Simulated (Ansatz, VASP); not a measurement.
## Two plane-wave programs on TiB2

File INCAR:

```
SYSTEM = TiB2
PREC = Accurate
ENCUT = 520
EDIFF = 1E-8
ISMEAR = -1
SIGMA = 0.08
LREAL = .FALSE.
LASPH = .TRUE.
NELM = 60
ALGO = Normal
ISIF = 2
LWAVE = .FALSE.
LCHARG = .FALSE.
GGA = PE
LEFG = .TRUE.
NBANDS = 16
```

The input KPOINTS:

```
Automatic mesh
0
G
  15 15 13
  0 0 0
```

Contents of POSCAR:

```
TiB2
1.0
    3.0886093280      0.0000000000      0.0000000000
   -1.5443046640      2.6748141404      0.0000000000
    0.0000000000      0.0000000000      3.2917180359
Ti B
1 2
Direct
    0.0000000000      0.0000000000      0.0000000000
    0.3333333333      0.6666666667      0.5000000000
    0.6666666667      0.3333333333      0.5000000000
```

Input for Ansatz:

```yaml
crystal:
  lattice:
    - [3.088609328, 0.0, 0.0]
    - [-1.544304664, 2.6748141404, 0.0]
    - [0.0, 0.0, 3.2917180359]
  atoms:
    - { symbol: Ti, position: [0.0, 0.0, 0.0] }
    - { symbol: B, position: [0.3333333333, 0.6666666667, 0.5] }
    - { symbol: B, position: [0.6666666667, 0.3333333333, 0.5] }
kpoints:
  mp_grid: { grid: [15, 15, 13] }
scf:
  occupations: { method: fermi_dirac, width: 0.08 }
hamiltonian:
  xc: pbe
  pseudopotentials: { kind: paw }
output:
  forces: true
  stress: true
  eigenvalues: true
  efg: { contact_densities: true }
```

Change from the starting cell: volume scaled by 1.06, PAW files.

Alike in both runs: task electric field gradients; functional PBE; k mesh 15 × 15 × 13; occupations fermi-dirac, width 0.08 eV; no spin polarisation.

```csv
,VASP,Ansatz
version,VASP 6.6.1,Ansatz 0.2.0
potentials or method,"VASP PAW PBE potentials, release 64 (Ti_sv, B)","PAW with Ansatz's default frozen-core files, scalar-relativistic"
plane-wave cutoff (eV),520,420
valence electrons in the cell,18,18
```

|  | VASP | Ansatz | Ansatz less VASP |
| --- | --- | --- | --- |
| pressure (GPa) | -12.9 | -13.1 | -0.14 |
| traceless stress, the component that is largest in VASP (GPa) | 1.38 | 1.36 | -0.020 |
| size of Vzz on the site where it differs most (V/Å²) | 17.3 | 19.5 | +2.19 |
